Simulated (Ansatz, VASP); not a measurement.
## Rh in VASP and in Ansatz

```
CELL_PARAMETERS angstrom
-0.28156 1.90200 1.87704
1.90200 -0.28156 1.87704
1.62044 1.62044 0.00000
ATOMIC_POSITIONS crystal
Rh 0.00000 0.00000 0.00000
```

Change from the starting cell: engineering shear strain xy -0.3000, equal normal strain along x and y +0.0133.

Alike in both runs: task single point; functional LDA; k mesh 20 × 20 × 20; occupations gaussian, width 0.15 eV; no spin polarisation.

```csv
,VASP,Ansatz
version,VASP 6.6.1,Ansatz 0.2.0
potentials or method,"VASP PAW LDA potentials, release 64 (Rh_pv), cutoff 520 eV","scalar-relativistic, plane waves, PAW"
valence electrons in the cell,15,17
```

```tsv
	VASP	Ansatz	Ansatz less VASP
gap on the k mesh at the Fermi level (eV)	none	none	-
pressure (GPa)	26.1	25.1	-1.01
traceless stress, the component that is largest in VASP (GPa)	57.41	56.75	-0.659
```

Ansatz warns that its potentials were made for another functional, while VASP's fit it. LDA's correlation is that of Perdew and Zunger in VASP and of Perdew and Wang (1992) in Ansatz. A gap of «none» marks a metal or a gap that the smearing closes. VASP's potentials hold 15 valence electrons a cell and Ansatz's 17, so a difference there can come from the potentials and not from the codes.
